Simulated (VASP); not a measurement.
MgI2: single point with PBE

MgI2:

```
I Mg
1.0
     4.22120    0.00000    0.00000
    -2.11060    3.65566    0.00000
     0.00000    0.00000    7.01494
I Mg
2 1
Direct
  0.66667 0.33333 0.75000
  0.33333 0.66667 0.25000
  0.00000 0.00000 0.00000
```

```yaml
Program: VASP 6.6.1
Task: single point
Functional: PBE
Potentials_or_basis: VASP PAW PBE potentials, release 64 (I, Mg)
Cutoff: 520 eV
k_mesh: 8 × 8 × 4
Occupations: fermi-dirac, width 0.05 eV
Spin: no spin polarisation
Dipole_correction: no
Further_INCAR_settings: ALGO = Normal; EDIFF = 1e-06; NBANDS = 15
```

```
Pressure               : -1.0 GPa
Largest force          : 0.480 eV/Å
Band gap on the k mesh : 3.39 eV
```

Forces on the atoms (eV/Å):
```
I    0.000  0.000  0.480
I    0.000  0.000 -0.480
Mg   0.000  0.000  0.000
```

Stress tensor (GPa, compression positive):
```
-0.85  0.00  0.00
 0.00 -0.85  0.00
 0.00  0.00 -1.35
```

Levels at points of the mesh, in eV from the valence-band top:
```tsv
k point	band 6	band 7	band 8	band 9	band 10	band 11
(0.00, 0.00, 0.00)	-0.02	0.00	0.00	3.39	4.84	6.72
(0.50, 0.00, 0.00)	-1.17	-0.84	-0.36	3.58	5.25	5.48
(0.00, 0.00, 0.50)	-0.21	-0.11	-0.11	4.42	4.86	6.54
(0.50, 0.00, 0.50)	-0.98	-0.74	-0.61	3.39	5.12	5.77
```

Run time: 45 s on 1 thread of AMD EPYC 7R43 64-Core Processor (Zen 3), on a shared host, peak memory 0.21 GiB.

Caveat: spin-orbit coupling is left out, which moves the levels of the heavy elements; this functional lacks dispersion, which binds the layers, so the pressure and a relaxed spacing across them are unreliable. A k mesh can miss the band edges.
